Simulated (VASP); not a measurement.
Here is a VASP 6.6.1 calculation.

POSCAR

```
C
1.0
    1.7615716749      1.7615716749      0.0000000000
   -1.7615716749      1.7615716749      0.0000000000
    0.0000000000      1.7615716749      1.7615716749
C
2
Direct
    0.5000000000      0.5000000000      0.0000000000
    0.7500000000      0.2500000000      0.5000000000
```

INCAR.step1

```
SYSTEM = C
PREC = Accurate
ENCUT = 1430
ISMEAR = 0
SIGMA = 0.01
LREAL = .FALSE.
LASPH = .TRUE.
NELM = 120
NBANDS = 11
GGA = PE
ALGO = Normal
EDIFF = 1E-5
LWAVE = .TRUE.
LCHARG = .FALSE.
GGA_COMPAT = .FALSE.
```

File INCAR.step2:

```
SYSTEM = C
PREC = Accurate
ENCUT = 1430
EDIFF = 1E-6
ISMEAR = 0
SIGMA = 0.01
LREAL = .FALSE.
LASPH = .TRUE.
NELM = 120
ALGO = Normal
ISIF = 2
LWAVE = .FALSE.
LCHARG = .FALSE.
METAGGA = R2SCAN
LMIXTAU = .TRUE.
NBANDS = 11
ISTART = 1
GGA_COMPAT = .FALSE.
```

The input KPOINTS:

```
Automatic mesh
0
G
  12 12 12
  0 0 0
```

Potentials or basis: VASP PAW PBE potentials, release 64 (C_h).

Run with:

```console
$ cat potpaw_PBE.64/C_h/POTCAR > POTCAR
$ cp INCAR.step1 INCAR
$ mpirun -np 1 vasp_std > vasp.out
$ cp INCAR.step2 INCAR
$ mpirun -np 1 vasp_std > vasp.out
```

What does it give for the band gap on the k mesh?

4.46 eV (least direct gap 5.98 eV).

Predict the pressure.

14.4 GPa.

Caveat: the cell stands under pressure; the PAW data sets were made with another functional, which shifts forces and pressure a little. A k mesh can miss the band edges.
